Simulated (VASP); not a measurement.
# Mo (Im-3m) in VASP: a series of runs, part 2 of 2

VASP 6.6.1. Earlier steps stand in the parts before.

**4. Single point, PBE**

This run uses another cell than the first one, of 16.67 Å³/atom, 1.059 times its volume.

The input, INCAR:

```
SYSTEM = Mo
PREC = Accurate
ENCUT = 520
EDIFF = 1E-6
ISMEAR = -1
SIGMA = 0.1
LREAL = .FALSE.
LASPH = .TRUE.
NELM = 80
ALGO = Normal
ISIF = 2
LWAVE = .FALSE.
LCHARG = .FALSE.
GGA = PE
NBANDS = 13
```

The input, KPOINTS:

```
regular mesh
0
G
  13 13 13
  0 0 0
```

The input, POSCAR:

```
Mo
1.0
   -1.6093032143      1.6093032143      1.6093032143
    1.6093032143     -1.6093032143      1.6093032143
    1.6093032143      1.6093032143     -1.6093032143
Mo
1
Direct
    0.0000000000      0.0000000000      0.0000000000
```

Potentials or basis: VASP PAW PBE potentials, release 64 (Mo_sv).

Command:

```console
$ cat potpaw_PBE.64/Mo_sv/POTCAR > POTCAR
$ mpirun -np 1 vasp_std > vasp.out
```

OUTCAR:

```text
SYSTEM = Mo
   PREC = Accurate
   ENCUT = 520
   EDIFF = 1E-6
   ISMEAR = -1
   LREAL = .FALSE.
   LASPH = .TRUE.
   NELM = 80
   ISIF = 2
   GGA = PE

 ion  position               nearest neighbor table
   1  0.000  0.000  0.000-

  LATTYP: Found a body centered cubic cell.
 ALAT       =     3.2186064286

  Lattice vectors:

 A1 = (  -1.6093032143,   1.6093032143,   1.6093032143)
 A2 = (   1.6093032143,  -1.6093032143,   1.6093032143)
 A3 = (   1.6093032143,   1.6093032143,  -1.6093032143)

Analysis of symmetry for initial positions (statically):
=====================================================================
 Subroutine PRICEL returns:
 Original cell was already a primitive cell.

 Routine SETGRP: Setting up the symmetry group for a
 body centered cubic supercell.

 Subroutine GETGRP returns: Found 48 space group operations
 (whereof 48 operations were pure point group operations)
 out of a pool of 48 trial point group operations.

The static configuration has the point symmetry O_h .

Analysis of symmetry for dynamics (positions and initial velocities):
=====================================================================
[... 161 lines left out ...]
 Fermi energy:        11.6467025463

 k-point     1 :       0.0000    0.0000    0.0000
  band No.  band energies     occupation
      1     -49.6994      2.00000
      2     -23.0995      2.00000
      3     -23.0995      2.00000
      4     -23.0995      2.00000
      5       4.5713      2.00000
      6      10.3358      2.00000
      7      10.3358      2.00000
      8      10.3358      2.00000
      9      13.1292      0.00000
     10      13.1292      0.00000
     11      26.3087      0.00000
     12      26.3087      0.00000
     13      26.3087      0.00000
[... 354 lines left out ...]
  band No.  band energies     occupation
      1     -49.5527      2.00000
      2     -23.9123      2.00000
      3     -23.3487      2.00000
      4     -23.1622      2.00000
      5       7.2882      2.00000
      6       8.8957      2.00000
      7       9.7540      2.00000
      8      12.9293      0.00001
      9      13.4060      0.00000
     10      14.6271      0.00000
     11      25.5962      0.00000
     12      25.6424      0.00000
     13      29.3687      0.00000

 [... further k-points ...]
[... 5 lines left out ...]
  --------------------------------------------------------------------------------------
  -------------------------------------------------------------------------------------
  Total       -1.2681202     -1.2681202     -1.2681202      0.0000000     -0.0000000      0.0000000
  in kB     -121.8701617   -121.8701617   -121.8701617      0.0000000     -0.0000000      0.0000000
  external PRESSURE =    -121.8701617 kB  Pullay stress =       0.0000000 kB

 VOLUME and BASIS-vectors are now :
 -----------------------------------------------------------------------------
  energy-cutoff  :      520.00
  volume of cell :       16.67
      direct lattice vectors                 reciprocal lattice vectors
    -1.609303214  1.609303214  1.609303214     0.000000000  0.310693470  0.310693470
     1.609303214 -1.609303214  1.609303214     0.310693470  0.000000000  0.310693470
     1.609303214  1.609303214 -1.609303214     0.310693470  0.310693470  0.000000000

 POSITION                                       TOTAL-FORCE (eV/Angst)
 -----------------------------------------------------------------------------------
      0.00000      0.00000      0.00000         0.000000      0.000000      0.000000
 -----------------------------------------------------------------------------------
    total drift:                                0.000000      0.000000     -0.000000

  FREE ENERGIE OF THE ION-ELECTRON SYSTEM (eV)
  ---------------------------------------------------
  free  energy   TOTEN  =       -10.9162418226 eV

  energy  without entropy=      -10.8926358916  energy(sigma->0) =      -10.90443886
```

OSZICAR:

```text
N       E                     dE             d eps       ncg     rms          rms(c)
DAV:   1     0.924461363425E+02    0.92446E+02   -0.79843E+03  2200   0.109E+03
DAV:   2    -0.105125762851E+02   -0.10296E+03   -0.99445E+02  2529   0.309E+02
DAV:   3    -0.116344647781E+02   -0.11219E+01   -0.11190E+01  2459   0.325E+01
DAV:   4    -0.116371558992E+02   -0.26911E-02   -0.26910E-02  2439   0.191E+00
DAV:   5    -0.116371740249E+02   -0.18126E-04   -0.18126E-04  2444   0.140E-01    0.127E+01
DAV:   6    -0.109983402800E+02    0.63883E+00   -0.82282E-01  2229   0.109E+01    0.307E+00
DAV:   7    -0.109196995829E+02    0.78641E-01   -0.14546E-01  2404   0.434E+00    0.107E+00
DAV:   8    -0.109162100078E+02    0.34896E-02   -0.46974E-03  2239   0.876E-01    0.203E-01
DAV:   9    -0.109162300614E+02   -0.20054E-04   -0.20814E-04  2509   0.180E-01    0.663E-02
DAV:  10    -0.109162416613E+02   -0.11600E-04   -0.18386E-05  2284   0.502E-02    0.464E-03
DAV:  11    -0.109162418226E+02   -0.16123E-06   -0.13553E-07  1362   0.405E-03
   1 F= -.10916242E+02 E0= -.10904439E+02  d E =-.236059E-01
```

Wall time 7.9 s (1 thread of Intel Xeon Platinum 8488C (Sapphire Rapids), shared host); peak memory 0.15 GiB.

Results:

| Property | Result |
| --- | --- |
| Free energy | -10.9162 eV |
| Pressure | -12.2 GPa |
| Band gap on the k mesh | zero (band 7 reaches 14.87 eV, above the bottom of band 8 at 10.34 eV) |

Levels at points of the mesh, in eV from the Fermi level:
| k point | band 5 | band 6 | band 7 | band 8 | band 9 | band 10 |
| --- | --- | --- | --- | --- | --- | --- |
| (0.00, 0.00, 0.00) | -7.08 | -1.31 | -1.31 | -1.31 | 1.48 | 1.48 |

**5. Summary**

```csv
cell,gap on the mesh (eV),pressure (GPa)
"a = 2.734 Å, angles 109.5°, 1 atom",none,1.3
"a = 2.761 Å, angles 109.5°, 1 atom",none,-6.0
"a = 2.787 Å, angles 109.5°, 1 atom",none,-12.2
```

Alike in all rows: task single point; level PBE; potentials or basis VASP PAW PBE potentials, release 64 (Mo_sv); no spin polarisation; k mesh 13 × 13 × 13; cutoff (eV) 520; smearing fermi-dirac 0.1 eV.

Absolute energies hang on the potentials; compare differences alone.
